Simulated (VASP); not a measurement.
Write the native input for VASP 6.6.1 that does the following.

```
Task                   : single point
Functional             : r2SCAN
Potentials or basis    : VASP PAW PBE potentials, release 64 (Al, N)
Cutoff                 : 520 eV
k mesh                 : 10 × 10 × 10
Occupations            : gaussian, width 0.01 eV
Spin                   : no spin polarisation
Dipole correction      : no
Further INCAR settings : ALGO = Normal; EDIFF = 1e-07; NBANDS = 11
```

The system is AlN.

```
Al N
1.0
     0.00000    2.01887    2.01887
     2.01887    0.00000    2.01887
     2.01887    2.01887    0.00000
Al N
1 1
Cartesian
  0.0000 0.0000 0.0000
  2.0189 2.0189 2.0189
```

The input as run:

POSCAR

```
AlN
1.0
    0.0000000000      2.0188685302      2.0188685302
    2.0188685302      0.0000000000      2.0188685302
    2.0188685302      2.0188685302      0.0000000000
Al N
1 1
Direct
    0.0000000000      0.0000000000      0.0000000000
    0.5000000000      0.5000000000      0.5000000000
```

INCAR.step1

```
  PREC = Accurate
  ENCUT = 520
  ISMEAR = 0
  SIGMA = 0.01
  LREAL = F
  LASPH = T
  NELM = 80
  NBANDS = 11
  GGA = PE
  ALGO = Normal
  EDIFF = 1E-4
  LWAVE = T
  LCHARG = F
```

INCAR.step2

```
  PREC = Accurate
  ENCUT = 520
  EDIFF = 1E-7
  ISMEAR = 0
  SIGMA = 0.01
  LREAL = F
  LASPH = T
  NELM = 80
  ALGO = Normal
  ISIF = 2
  LWAVE = F
  LCHARG = F
  METAGGA = R2SCAN
  LMIXTAU = T
  NBANDS = 11
  ISTART = 1
```

KPOINTS

```
regular mesh
0
Gamma
  10 10 10
```

Potentials or basis: VASP PAW PBE potentials, release 64 (Al, N).

The run is started by

```sh
$ cat potpaw_PBE.64/Al/POTCAR potpaw_PBE.64/N/POTCAR > POTCAR
$ cp INCAR.step1 INCAR
$ mpirun -np 1 vasp_std > vasp.out
$ cp INCAR.step2 INCAR
$ mpirun -np 1 vasp_std > vasp.out
```

It gave:

The pressure is -0.8 GPa. The band gap on the k mesh is 5.53 eV, indirect (least direct gap 6.58 eV).

Caveat: the PAW data sets were made with another functional, which shifts forces and pressure a little.

Wall time 39 s on 1 thread of AMD EPYC 7R13 Processor (Zen 3), with other jobs on the host, peak memory 0.11 GiB.
